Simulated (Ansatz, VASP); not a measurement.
One calculation of PbSe, two programs

```
Pb Se
1.0
     3.75892    0.00000    0.00000
     0.00000    3.75892    0.00000
     0.00000    0.00000    3.75892
Pb Se
1 1
Direct
  0.00000 0.00000 0.00000
  0.50000 0.50000 0.50000
```

Alike in both runs: task single point; functional PBE; k mesh 7 × 7 × 7; occupations fermi-dirac, width 0.05 eV; no spin polarisation.

|  | VASP | Ansatz |
| --- | --- | --- |
| version | VASP 6.6.1 | Ansatz 0.2.0 |
| potentials or method | VASP PAW PBE potentials, release 64 (Pb_d, Se) | Ansatz PAW soft_1 |
| plane-wave cutoff (eV) | 520 | 420 |
| valence electrons in the cell | 20 | 30 |

```csv
,VASP,Ansatz,Ansatz less VASP
gap on the k mesh at the Fermi level (eV),none,none,-
pressure (GPa),0.8,0.8,+0.02
```

A gap of «none» marks a metal or a gap that the smearing closes. VASP's potentials hold 20 valence electrons a cell and Ansatz's 30, so a difference there can come from the potentials and not from the codes.

Neither program's run includes spin-orbit coupling.
